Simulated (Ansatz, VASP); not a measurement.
**One calculation of SrLiH3, two programs**

```
Li Sr H
1.0
     4.63079    0.00000    0.04052
     0.00000    4.63079    0.00000
     0.04052    0.00000    4.63079
Li Sr H
1 1 3
Cartesian
  0.0000 0.0000 0.0000
  2.3357 2.3154 2.3357
  0.0203 2.3154 2.3154
  2.3357 0.0000 2.3357
  2.3154 2.3154 0.0203
```

Change from the starting cell: strain +0.0175 x Voigt [0, 0, 0, 0, 1, 0], atoms carried along.

Alike in both runs: task single point; functional PBE; k mesh 6 × 6 × 6; occupations gaussian, width 0.05 eV; no spin polarisation.

|  | VASP | Ansatz |
| --- | --- | --- |
| version | VASP 6.6.1 | Ansatz 0.2.0 |
| potentials or method | VASP PAW PBE potentials, release 64 (Li_sv, Sr_sv, H), cutoff 520 eV | scalar-relativistic, plane waves, PAW |
| valence electrons in the cell | 16 | 16 |

VASP gave:

* gap on the k mesh at the Fermi level (eV): 1.79
* least direct gap on the mesh (eV): 2.21

Q: Estimate Ansatz's values.

A: gap on the k mesh at the Fermi level (eV): 1.80; least direct gap on the mesh (eV): 2.21.

Noted on VASP's run: the cutoff is under 1.25 times that of the potentials, so the pressure is a little rough.
